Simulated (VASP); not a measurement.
# Zr3Cd2 (Pmmm) in VASP: further runs

Runs on Zr3Cd2. Level: PBE. Tasks: single point.

Everything below comes from runs of VASP 6.6.1. Logs are shortened: lines on timing, memory, paths and dates and some standing lists are left out, and cuts for length are marked.

## (1) The cell of the first run

The typed cell holds 5 atoms: a = 5.595 Å, b = 5.212 Å, c = 5.596 Å, α = 90.00°, β = 90.00°, γ = 90.00°.

## (2) Single point, PBE

INCAR

```
SYSTEM = Zr3Cd2
ALGO     = Fast           ! electronic algorithm
EDIFF    = 1E-7           ! SCF threshold, eV
ENCUT    = 520            ! plane-wave cutoff, eV
GGA      = PE             ! functional
ISIF     = 2              ! what is computed and relaxed
ISMEAR   = 0              ! smearing method
LASPH    = .TRUE.         ! aspherical terms in the spheres
LCHARG   = .FALSE.        ! write CHGCAR
LREAL    = .FALSE.        ! projectors in reciprocal space
LWAVE    = .FALSE.        ! write WAVECAR
NBANDS   = 38             ! bands
NELM     = 80             ! most SCF steps
PREC     = Accurate       ! precision mode
SIGMA    = 0.1            ! smearing width, eV
```

KPOINTS

```
k-points
0
G
  8 6 6
  0 0 0
```

POSCAR

```
Zr3Cd2
1.0
    5.5945692788      0.0000000000      0.0000000000
    0.0000000000      5.2117889253      0.0000000000
    0.0000000000      0.0000000000      5.5960347616
Zr Cd
3 2
Direct
    0.0000000000      0.0000000000      0.5000000000
    0.5000000000      0.0000000000      0.0000000000
    0.0000000000      0.0000000000      0.0000000000
    0.5000000000      0.5000000000      0.5000000000
    0.5000000000      0.0000000000      0.5000000000
```

Potentials or basis: VASP PAW PBE potentials, release 64 (Zr_sv, Cd).

Started as:

```bash
$ cat potpaw_PBE.64/Zr_sv/POTCAR potpaw_PBE.64/Cd/POTCAR > POTCAR
$ mpirun -np 1 vasp_std > vasp.out
```

OUTCAR:

```text
SYSTEM = Zr3Cd2
   EDIFF = 1E-7
   ENCUT = 520
   GGA = PE
   ISIF = 2
   ISMEAR = 0
   LASPH = .TRUE.
   LREAL = .FALSE.
   NELM = 80
   PREC = Accurate

 ion  position               nearest neighbor table
   1  0.000  0.000  0.500-   5 2.80   5 2.80   3 2.80   3 2.80   4 3.82   4 3.82   4 3.82   4 3.82

   2  0.500  0.000  0.000-   3 2.80   3 2.80   5 2.80   5 2.80   4 3.82   4 3.82   4 3.82   4 3.82

   3  0.000  0.000  0.000-   2 2.80   2 2.80   1 2.80   1 2.80
   4  0.500  0.500  0.500-   5 2.61   5 2.61   1 3.82   1 3.82   1 3.82   1 3.82   2 3.82   2 3.82
                             2 3.82   2 3.82
   5  0.500  0.000  0.500-   4 2.61   4 2.61   1 2.80   1 2.80   2 2.80   2 2.80

  LATTYP: Found a simple orthorhombic cell.
 ALAT       =     5.2117889253
 B/A-ratio  =     1.0734450990
 C/A-ratio  =     1.0737262851

  Lattice vectors:

 A1 = (   0.0000000000,  -5.2117889253,   0.0000000000)
 A2 = (   5.5945692788,   0.0000000000,   0.0000000000)
 A3 = (   0.0000000000,   0.0000000000,   5.5960347616)

Analysis of symmetry for initial positions (statically):
=====================================================================
 Subroutine PRICEL returns:
 Original cell was already a primitive cell.

 Routine SETGRP: Setting up the symmetry group for a
 simple orthorhombic supercell.

 Subroutine GETGRP returns: Found  8 space group operations
 (whereof  8 operations were pure point group operations)
 out of a pool of  8 trial point group operations.

The static configuration has the point symmetry D_2h.

Analysis of symmetry for dynamics (positions and initial velocities):
=====================================================================
 Subroutine PRICEL returns:
 Original cell was already a primitive cell.

 Routine SETGRP: Setting up the symmetry group for a
 simple orthorhombic supercell.

 Subroutine GETGRP returns: Found  8 space group operations
 (whereof  8 operations were pure point group operations)
 out of a pool of  8 trial point group operations.

The dynamic configuration has the point symmetry D_2h.

 Subroutine INISYM returns: Found  8 space group operations
 (whereof  8 operations are pure point group operations),
 and found     1 'primitive' translations

----------------------------------------------------------------------------------------

                                     Primitive cell

  volume of cell :     163.1676

  direct lattice vectors                    reciprocal lattice vectors
     5.594569279  0.000000000  0.000000000     0.178744770  0.000000000  0.000000000
     0.000000000  5.211788925  0.000000000     0.000000000  0.191872698  0.000000000
     0.000000000  0.000000000  5.596034762     0.000000000  0.000000000  0.178697961

  length of vectors
     5.594569279  5.211788925  5.596034762     0.178744770  0.191872698  0.178697961

  position of ions in fractional coordinates (direct lattice)
     0.000000000  0.000000000  0.500000000
     0.500000000  0.000000000  0.000000000
     0.000000000  0.000000000  0.000000000
     0.500000000  0.500000000  0.500000000
     0.500000000  0.000000000  0.500000000

  ion indices of the primitive-cell ions
   primitive index   ion index
                 1           1
                 2           2
                 3           3
                 4           4
                 5           5

----------------------------------------------------------------------------------------

 KPOINTS: k-points

Automatic generation of k-mesh.
 Grid dimensions read from file:
 generate k-points for:    8    6    6

 Generating k-lattice:

  Cartesian coordinates                     Fractional coordinates (reciprocal lattice)
     0.022343096  0.000000000  0.000000000     0.125000000  0.000000000  0.000000000
     0.000000000  0.031978783  0.000000000     0.000000000  0.166666667  0.000000000
     0.000000000  0.000000000  0.029782993     0.000000000  0.000000000  0.166666667

  Length of vectors
     0.022343096  0.031978783  0.029782993

  Shift w.r.t. Gamma in fractional coordinates (k-lattice)
     0.000000000  0.000000000  0.000000000

 Subroutine IBZKPT returns following result:
 ===========================================

 Found     80 irreducible k-points:

 Following reciprocal coordinates:
            Coordinates               Weight
  0.000000  0.000000  0.000000      1.000000
  0.125000  0.000000  0.000000      2.000000
  0.250000  0.000000  0.000000      2.000000
  0.375000  0.000000  0.000000      2.000000
  0.500000  0.000000  0.000000      1.000000
  0.000000  0.166667  0.000000      2.000000
[... 16 lines left out ...]
  0.250000  0.000000  0.166667      4.000000
  0.375000  0.000000  0.166667      4.000000
 [... further k-points ...]
   k-points           NKPTS =     80   k-points in BZ     NKDIM =     80   number of bands    NBANDS=     38
   number of dos      NEDOS =    301   number of ions     NIONS =      5
   total plane-waves  NPLWV =  70560
   dimension x,y,z NGX =    42 NGY =   40 NGZ =   42
   dimension x,y,z NGXF=    84 NGYF=   80 NGZF=   84
   ions per type =               3   2
   NGX,Y,Z   is equivalent  to a cutoff of  12.48, 12.76, 12.48 a.u.
   NGXF,Y,Z  is equivalent  to a cutoff of  24.96, 25.52, 24.95 a.u.
 SYSTEM =  Zr3Cd2
   PREC   = accura    normal or accurate (medium, high low for compatibility)
   ISTART =      0    job   : 0-new  1-cont  2-samecut
   ICHARG =      2    charge: 1-file 2-atom 10-const
   ISPIN  =      1    spin polarized calculation?
   LNONCOLLINEAR =      F non collinear calculations
   LSORBIT =      F    spin-orbit coupling
   LASPH  =      T    aspherical Exc in radial PAW
   ENCUT  =  520.0 eV  38.22 Ry    6.18 a.u.  10.40  9.69 10.40*2*pi/ulx,y,z
   NELM   =     80;   NELMIN=  2; NELMDL= -5     # of ELM steps
   EDIFF  = 0.1E-06   stopping-criterion for ELM
   LREAL  =      F    real-space projection
   EDIFFG = 0.1E-05   stopping-criterion for IOM
   NSW    =      0    number of steps for IOM
   IBRION =     -1    ionic relax: 0-MD 1-quasi-New 2-CG
   NFREE  =      0    steps in history (QN), initial steepest desc. (CG)
   ISIF   =      2    stress and relaxation
   ISYM   =      2    0-nonsym 1-usesym 2-fastsym
   POTIM  = 0.5000    time-step for ionic-motion
   TEBEG  =    0.0;   TEEND  =   0.0 temperature during run
   PSTRESS=    0.0 pullay stress
   NELECT =      60.0000    total number of electrons
   NUPDOWN=      -1.0000    fix difference up-down
   EMIN   =  10.00;   EMAX   =-10.00  energy-range for DOS
   EFERMI =   0.00;   METHOD = LEGACY
   ISMEAR =     0;   SIGMA  =   0.10  broadening in eV -4-tet -1-fermi 0-gaus
   EFERMI_NEDOS =   21; number of points for ismear=-14 and -15
   IALGO  =     68    algorithm
   IMIX   =      4    mixing-type and parameters
     AMIX     =   0.40;   BMIX     =  1.00
     AMIX_MAG =   1.60;   BMIX_MAG =  1.00
  volume/ion in A,a.u.               =      32.63       220.22
  Fermi-wavevector in a.u.,A,eV,Ry     =   1.172863  2.216390 18.716278  1.375608
  Thomas-Fermi vector in A             =   2.309285
   LORBIT       =      0    0 simple, 1 ext, 2 COOP (PROOUT), +10 PAW based schemes
   GGA     = PE    functional components
   LHFCALC =     F    Hartree Fock is set to
   AEXX    =    0.0000 exact exchange contribution
   IVDW    =     0    specifies the selected vdW correction
   LEPSILON=     F    determine dielectric tensor
   LRPA    =     F    only Hartree local field effects (RPA)
 non-spin polarized calculation
 RMM-DIIS sequential band-by-band and
 Gauss-broadening in eV      SIGMA  =   0.10
  energy-cutoff  :      520.00
  volume of cell :      163.17
 maximum number of plane-waves:      4412
 NGX is ok and might be reduce to    42
   NGX = 21   NGY = 19   NGZ = 21

 number of electron      60.0000005 magnetization

 Free energy of the ion-electron system (eV)
  ---------------------------------------------------
  ext. energy  EPLUGINS =         0.00000000
  ---------------------------------------------------
  free energy    TOTEN  =       -21.30786958 eV

  energy without entropy =      -21.28087644  energy(sigma->0) =      -21.29437301

 E-fermi :   3.5073     XC(G=0):  -9.0460

 val. band max:        3.5010200780   @ k =   0.0000   0.1667   0.1667
 cond. band min:       3.5136482078   @ k =   0.3750   0.1667   0.3333
 fundamental gap:      0.0126281298
 Fermi energy:         3.5073415129

 k-point     1 :       0.0000    0.0000    0.0000
  band No.  band energies     occupation
      1     -45.7491      2.00000
      2     -45.7076      2.00000
      3     -45.0800      2.00000
      4     -24.1858      2.00000
      5     -24.1649      2.00000
      6     -23.9151      2.00000
[... 30 lines left out ...]
     37       6.1286      0.00000
     38       6.6836      0.00000

 k-point     2 :       0.1250    0.0000    0.0000
  band No.  band energies     occupation
      1     -45.7463      2.00000
      2     -45.7082      2.00000
      3     -45.0825      2.00000
      4     -24.1622      2.00000
      5     -24.1362      2.00000
      6     -23.9126      2.00000
[... 30 lines left out ...]
     37       6.1111      0.00000
     38       6.5204      0.00000

 k-point     3 :       0.2500    0.0000    0.0000
  band No.  band energies     occupation
      1     -45.7390      2.00000
      2     -45.7102      2.00000
      3     -45.0886      2.00000
      4     -24.1556      2.00000
      5     -24.0017      2.00000
      6     -23.9057      2.00000
[... 30 lines left out ...]
     37       6.0198      0.00000
     38       6.2356      0.00000

 k-point     4 :       0.3750    0.0000    0.0000
  band No.  band energies     occupation
      1     -45.7296      2.00000
      2     -45.7143      2.00000
      3     -45.0947      2.00000
      4     -24.1488      2.00000
      5     -23.8967      2.00000
      6     -23.8814      2.00000
[... 30 lines left out ...]
     37       5.8100      0.00000
     38       5.9382      0.00000
[... 703 lines left out ...]
      4     -24.1318      2.00000
      5     -24.0761      2.00000
      6     -23.9095      2.00000
[... 30 lines left out ...]
     37       5.9914      0.00000
     38       6.2905      0.00000

 k-point    23 :       0.2500    0.0000    0.1667
  band No.  band energies     occupation
      1     -45.7363      2.00000
      2     -45.7091      2.00000
      3     -45.0930      2.00000
      4     -24.0684      2.00000
      5     -23.9947      2.00000
      6     -23.9029      2.00000
[... 30 lines left out ...]
     37       5.6725      0.00000
     38       6.0465      0.00000

 k-point    24 :       0.3750    0.0000    0.1667
  band No.  band energies     occupation
      1     -45.7275      2.00000
      2     -45.7124      2.00000
      3     -45.0992      2.00000
      4     -24.0592      2.00000
      5     -23.8946      2.00000
      6     -23.8802      2.00000
[... 30 lines left out ...]
     37       5.3141      0.00000
     38       5.7977      0.00000

 [... further k-points ...]

------------------------ aborting loop because EDIFF is reached ----------------------------------------

  FORCE on cell =-STRESS in cart. coord.  units (eV):
  Direction    XX          YY          ZZ          XY          YZ          ZX
  --------------------------------------------------------------------------------------
  -------------------------------------------------------------------------------------
  Total        0.1127640      0.2590765      0.0948451      0.0000000      0.0000000      0.0000000
  in kB        1.1072540      2.5439275      0.9313038      0.0000000      0.0000000      0.0000000
  external PRESSURE =       1.5274951 kB  Pullay stress =       0.0000000 kB

 VOLUME and BASIS-vectors are now :
 -----------------------------------------------------------------------------
  energy-cutoff  :      520.00
  volume of cell :      163.17
      direct lattice vectors                 reciprocal lattice vectors
     5.594569279  0.000000000  0.000000000     0.178744770  0.000000000  0.000000000
     0.000000000  5.211788925  0.000000000     0.000000000  0.191872698  0.000000000
     0.000000000  0.000000000  5.596034762     0.000000000  0.000000000  0.178697961

 POSITION                                       TOTAL-FORCE (eV/Angst)
 -----------------------------------------------------------------------------------
      0.00000      0.00000      2.79802         0.000000      0.000000      0.000000
      2.79728      0.00000      0.00000         0.000000      0.000000      0.000000
      0.00000      0.00000      0.00000         0.000000      0.000000      0.000000
      2.79728      2.60589      2.79802         0.000000      0.000000      0.000000
      2.79728      0.00000      2.79802         0.000000      0.000000      0.000000
 -----------------------------------------------------------------------------------
    total drift:                                0.000000      0.000000     -0.000000

  FREE ENERGIE OF THE ION-ELECTRON SYSTEM (eV)
  ---------------------------------------------------
  free  energy   TOTEN  =       -21.3078695821 eV

  energy  without entropy=      -21.2808764444  energy(sigma->0) =      -21.29437301
```

Run time: 7.3 min. Hardware: 1 thread of Intel Xeon 6975P-C (Granite Rapids), shared host; peak memory 0.53 GiB.

What came out:

```
Free energy            : -21.3079 eV
Pressure               : 0.2 GPa
Band gap on the k mesh : zero (bands 30 and 31 overlap by 0.91 eV)
```

Stress tensor (GPa, compression positive):
```
0.11 0.00 0.00
0.00 0.25 0.00
0.00 0.00 0.09
```

Levels at points of the mesh, in eV from the Fermi level:
```tsv
k point	band 28	band 29	band 30	band 31	band 32	band 33
(0.00, 0.00, 0.00)	-0.78	-0.77	-0.25	-0.10	-0.10	0.69
(0.50, 0.00, 0.00)	-0.66	-0.34	-0.25	0.37	0.61	0.91
(0.00, 0.50, 0.00)	-1.22	-1.21	0.59	0.87	0.87	1.10
(0.50, 0.50, 0.00)	-0.90	-0.80	0.32	0.47	0.89	0.93
(0.00, 0.00, 0.50)	-0.67	-0.35	-0.24	0.38	0.63	0.93
(0.50, 0.00, 0.50)	-0.07	-0.06	0.11	0.71	0.72	0.85
(0.00, 0.50, 0.50)	-0.92	-0.80	0.33	0.48	0.91	0.92
(0.50, 0.50, 0.50)	-0.35	-0.34	0.27	0.70	0.71	1.33
```

## (3) Single point, PBE

INCAR

```
SYSTEM = Zr3Cd2
PREC = Accurate
ENCUT = 520
EDIFF = 1E-6
ISMEAR = 0
SIGMA = 0.1
LREAL = .False.
LASPH = .True.
NELM = 80
ALGO = Fast
ISIF = 2
LWAVE = .False.
LCHARG = .False.
GGA = PE
NBANDS = 38
```

KPOINTS

```
Automatic mesh
0
Gamma
  6 8 6
  0 0 0
```

POSCAR is that of step 2.

Potentials or basis: VASP PAW PBE potentials, release 64 (Zr_sv, Cd).

Started as:

```bash
$ cat potpaw_PBE.64/Zr_sv/POTCAR potpaw_PBE.64/Cd/POTCAR > POTCAR
$ mpirun -np 1 vasp_std > vasp.out
```

Run time: 5.5 min. Hardware: 1 thread of Intel Xeon 6975P-C (Granite Rapids), shared host; peak memory 0.53 GiB.

It converged, with:

| Quantity | Value |
| --- | --- |
| Free energy | -21.3263 eV |
| Pressure | 0.2 GPa |
| Band gap on the k mesh | zero (bands 30 and 31 overlap by 0.89 eV) |

Stress tensor (GPa, compression positive):
```
0.15 0.00 0.00
0.00 0.24 0.00
0.00 0.00 0.11
```

Levels at points of the mesh, in eV from the Fermi level:
| k point | band 28 | band 29 | band 30 | band 31 | band 32 | band 33 |
| --- | --- | --- | --- | --- | --- | --- |
| (0.00, 0.00, 0.00) | -0.77 | -0.76 | -0.25 | -0.10 | -0.10 | 0.69 |
| (0.50, 0.00, 0.00) | -0.65 | -0.34 | -0.24 | 0.39 | 0.63 | 0.94 |
| (0.00, 0.50, 0.00) | -1.21 | -1.21 | 0.60 | 0.88 | 0.88 | 1.10 |
| (0.50, 0.50, 0.00) | -0.90 | -0.79 | 0.33 | 0.49 | 0.91 | 0.93 |
| (0.00, 0.00, 0.50) | -0.65 | -0.34 | -0.24 | 0.39 | 0.63 | 0.94 |
| (0.50, 0.00, 0.50) | -0.06 | -0.06 | 0.12 | 0.73 | 0.73 | 0.87 |
| (0.00, 0.50, 0.50) | -0.90 | -0.79 | 0.33 | 0.49 | 0.91 | 0.93 |
| (0.50, 0.50, 0.50) | -0.34 | -0.34 | 0.29 | 0.72 | 0.72 | 1.35 |

The gap in the log of VASP goes by the Fermi energy; the results here count the filled bands.